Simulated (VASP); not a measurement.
Wanted: the native input for a VASP 6.6.1 run.

- Task: single point
- Functional: PBE
- Potentials or basis: VASP PAW PBE potentials, release 64 (Al, N)
- Cutoff: 520 eV
- k mesh: 13 × 13 × 7
- Occupations: fermi-dirac, width 0.08 eV
- Spin: no spin polarisation
- Dipole correction: no
- Further INCAR settings: ALGO = Normal; EDIFF = 1e-07; NBANDS = 16

The structure of AlN (wurtzite type) lies in POSCAR:

```
AlN
1.0
    2.9224690451      0.0000000000      0.0000000000
   -1.4612345226      2.5309324349      0.0000000000
    0.0000000000      0.0000000000      3.5926506972
Al N
2 2
Direct
    0.3333333333      0.6666666667     -0.0620002857
    0.6666666667      0.3333333333      0.4379997143
    0.3333333333      0.6666666667      0.4380002857
    0.6666666667      0.3333333333      0.9380002857
```

The input as run:

INCAR

```
PREC     = Accurate       # precision mode
ENCUT    = 520            # plane-wave cutoff, eV
EDIFF    = 1E-7           # SCF threshold, eV
ISMEAR   = -1             # smearing method
SIGMA    = 0.08           # smearing width, eV
LREAL    = False          # projectors in reciprocal space
LASPH    = True           # aspherical terms in the spheres
NELM     = 100            # most SCF steps
ALGO     = Normal         # electronic algorithm
ISIF     = 2              # what is computed and relaxed
LWAVE    = False          # write WAVECAR
LCHARG   = False          # write CHGCAR
GGA      = PE             # functional
NBANDS   = 16             # bands
```

KPOINTS

```
regular mesh
0
Gamma
  13 13 7
```

Potentials or basis: VASP PAW PBE potentials, release 64 (Al, N).

Launch:

```console
$ cat potpaw_PBE.64/Al/POTCAR potpaw_PBE.64/N/POTCAR > POTCAR
$ mpirun -np 1 vasp_std > vasp.out
```

Results of the run:

| Item | Value |
| --- | --- |
| Pressure | 181.8 GPa |
| Band gap on the k mesh | 4.63 eV, indirect (least direct gap 5.98 eV) |

It took 27 s on 1 thread of Intel(R) Xeon(R) 6975P-C (Granite Rapids), on a shared host, peak memory 0.16 GiB.
